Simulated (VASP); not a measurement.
Al2O3: relaxation of cell and atoms with PBEsol

The system is Al2O3.

```xyz
10
Lattice="2.3803 1.3742 4.3319 -2.3803 1.3742 4.3319 0.0000 -2.7485 4.3319" Properties=species:S:1:pos:R:3 pbc="T T T"
Al    0.0000    0.0000    4.5765
Al    0.0000    0.0000    1.9213
Al    0.0000    0.0000    8.4191
Al    0.0000    0.0000   11.0743
O    -0.9203    1.3742    7.5808
O    -0.7300   -1.4841    7.5808
O     1.6503    0.1099    7.5808
O     0.9203   -1.3742    5.4148
O     0.7300    1.4841    5.4148
O    -1.6503   -0.1099    5.4148
```

```yaml
Program: VASP 6.6.1
Task: relaxation of cell and atoms
Functional: PBEsol
Potentials_or_basis: VASP PAW PBE potentials, release 64 (Al, O)
Cutoff: 600 eV
k_mesh: 6 × 6 × 6
Occupations: gaussian, width 0.02 eV
Spin: no spin polarisation
Dipole_correction: no
Further_INCAR_settings: ALGO = Fast; EDIFF = 1e-06; IBRION = 2; EDIFFG = -0.01; NSW = 100; ISIF = 3
```

* Relaxed volume: 8.55 Å³/atom
* Relaxed cell: a = 5.138 Å, b = 5.138 Å, c = 5.138 Å, α = 55.35°, β = 55.35°, γ = 55.35°
* Space group after relaxing (to 0.1 Å): R-3c (No. 167)
* Energy gained by relaxing: 0.4 meV/atom
* Ionic steps: 4
* Pressure after relaxing: 0.0 GPa
* Largest force after relaxing: 0.009 eV/Å
* Band gap on the k mesh: 6.05 eV

Forces in eV/Å, atoms in the order of the input:
```
Al   0.000  0.000  0.009
Al   0.000  0.000 -0.009
Al   0.000  0.000 -0.009
Al   0.000  0.000  0.009
O    0.003  0.000  0.000
O   -0.002  0.003  0.000
O   -0.002 -0.003  0.000
O   -0.003  0.000  0.000
O    0.002 -0.003  0.000
O    0.002  0.003  0.000
```

The path:
| step | energy change (eV) | largest force (eV/Å) | pressure (GPa) | volume (Å³) |
| --- | --- | --- | --- | --- |
| 1 | 0.0000 | 0.0890 | 1.49 | 85.02 |
| 2 | -0.0019 | 0.0280 | -1.28 | 86.00 |
| 3 | -0.0036 | 0.0353 | -0.16 | 85.60 |
| 4 | -0.0038 | 0.0091 | 0.01 | 85.53 |

Final structure:
```yaml
crystal:
  lattice:
    - [2.38616, 1.37765, 4.33651]
    - [-2.38616, 1.37765, 4.33651]
    - [0.00000, -2.75529, 4.33651]
  atoms:
    - { symbol: Al, position: [0.35203, 0.35203, 0.35203] }
    - { symbol: Al, position: [0.14797, 0.14797, 0.14797] }
    - { symbol: Al, position: [0.64797, 0.64797, 0.64797] }
    - { symbol: Al, position: [0.85203, 0.85203, 0.85203] }
    - { symbol: O, position: [0.55579, 0.94421, 0.25000] }
    - { symbol: O, position: [0.25000, 0.55579, 0.94421] }
    - { symbol: O, position: [0.94421, 0.25000, 0.55579] }
    - { symbol: O, position: [0.44421, 0.05579, 0.75000] }
    - { symbol: O, position: [0.75000, 0.44421, 0.05579] }
    - { symbol: O, position: [0.05579, 0.75000, 0.44421] }
```

Levels at points of the mesh, in eV from the valence-band top:
| k point | band 20 | band 21 | band 22 | band 23 | band 24 | band 25 | band 26 | band 27 | band 28 | band 29 |
| --- | --- | --- | --- | --- | --- | --- | --- | --- | --- | --- |
| (0.00, 0.00, 0.00) | -0.50 | -0.50 | -0.04 | -0.04 | 0.00 | 6.05 | 8.92 | 10.61 | 11.35 | 11.35 |
| (0.50, 0.00, 0.00) | -1.32 | -0.91 | -0.91 | -0.27 | -0.27 | 9.27 | 9.27 | 9.49 | 9.49 | 11.55 |
| (0.50, 0.50, 0.00) | -1.30 | -1.01 | -0.91 | -0.74 | -0.25 | 9.42 | 9.56 | 9.75 | 10.24 | 10.98 |
| (0.50, 0.50, 0.50) | -2.01 | -0.37 | -0.37 | -0.37 | -0.37 | 8.49 | 8.49 | 10.92 | 10.92 | 12.32 |

Run time: 3.5 min on 1 thread of Intel(R) Xeon(R) 6975P-C (Granite Rapids), with other jobs on the host, peak memory 0.3 GiB.

Caveat: the PAW data sets were made with another functional, which shifts forces and pressure a little. A k mesh can miss the band edges.
